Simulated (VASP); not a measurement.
Input of a VASP 6.6.1 run:

The input INCAR:

```
PREC = Accurate ; ENCUT = 520
EDIFF = 1E-6 ; ISMEAR = -1
SIGMA = 0.05 ; LREAL = F
LASPH = T ; NELM = 60
ALGO = Normal ; ISIF = 2
LWAVE = F ; LCHARG = F
GGA = PE ; NBANDS = 10
```

KPOINTS

```
regular mesh
0
Gamma
  11 11 11
```

The input POSCAR:

```
Li
1.0
    0.0000000000      2.8957551988      2.8957551988
    2.8957551988      0.0000000000      2.8957551988
    2.8957551988      2.8957551988      0.0000000000
Li
2
Direct
   -0.1250000000     -0.1250000000     -0.1250000000
    0.1250000000      0.1250000000      0.1250000000
```

Potentials or basis: VASP PAW PBE potentials, release 64 (Li_sv).

Run with:

```sh
$ cat potpaw_PBE.64/Li_sv/POTCAR > POTCAR
$ mpirun -np 1 vasp_std > vasp.out
```

**Question.** What does it give for the band gap on the k mesh?

**Answer.** Zero (band 3 reaches 0.59 eV, above the bottom of band 4 at 0.15 eV).
